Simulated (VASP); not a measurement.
**Sc8H: single point with LDA**

System: Sc8H, a slab with vacuum.

```xyz
9
Lattice="6.4592 0.0000 0.0000 0.0000 4.9850 0.0000 0.0000 0.0000 19.0265" Properties=species:S:1:pos:R:3 pbc="T T T"
Sc    0.0000    3.7387    4.0000
Sc    3.2296    3.7387    4.0000
Sc    1.6148    1.2462    4.9323
Sc    4.8444    1.2462    4.9323
Sc    1.6148    3.7387    6.5289
Sc    4.8444    3.7387    6.5289
Sc    0.0000    1.2462    7.5265
Sc    3.2296    1.2462    7.5265
H     1.6148    3.7387    8.5132
```

```yaml
Program: VASP 6.6.1
Task: single point
Functional: LDA
Potentials_or_basis: VASP PAW LDA potentials, release 64 (Sc_sv, H)
Cutoff: 520 eV
k_mesh: 4 × 6 × 1
Occupations: gaussian, width 0.1 eV
Spin: no spin polarisation
Dipole_correction: yes
Further_INCAR_settings: ALGO = Normal; EDIFF = 1e-06; NBANDS = 54
```

- Largest force: 0.327 eV/Å
- Band gap on the k mesh: zero (an odd number of electrons rules out a gap without spin polarisation)

Forces on the atoms (eV/Å):
```
Sc  -0.083  0.000 -0.313
Sc   0.083  0.000 -0.313
Sc   0.000  0.000  0.216
Sc   0.000  0.000  0.288
Sc   0.000  0.000 -0.028
Sc   0.000  0.000 -0.180
Sc   0.284  0.000  0.163
Sc  -0.284  0.000  0.163
H    0.000  0.000  0.006
```

Levels at points of the mesh, in eV from the Fermi level:
```tsv
k point	band 41	band 42	band 43	band 44	band 45	band 46	band 47	band 48
(0.00, 0.00, 0.00)	-0.67	-0.64	-0.41	-0.41	-0.30	0.03	0.09	0.30
(0.50, 0.00, 0.00)	-0.56	-0.55	-0.44	-0.28	0.15	0.24	0.26	0.31
(0.00, 0.50, 0.00)	-0.97	-0.23	-0.10	-0.05	0.42	0.49	0.49	0.57
(0.50, 0.50, 0.00)	-0.84	-0.35	-0.28	-0.27	0.27	0.47	0.53	0.55
```

Wall time 8.4 min on 1 thread of Intel(R) Xeon(R) 6975P-C (Granite Rapids) (shared host), peak memory 0.63 GiB.
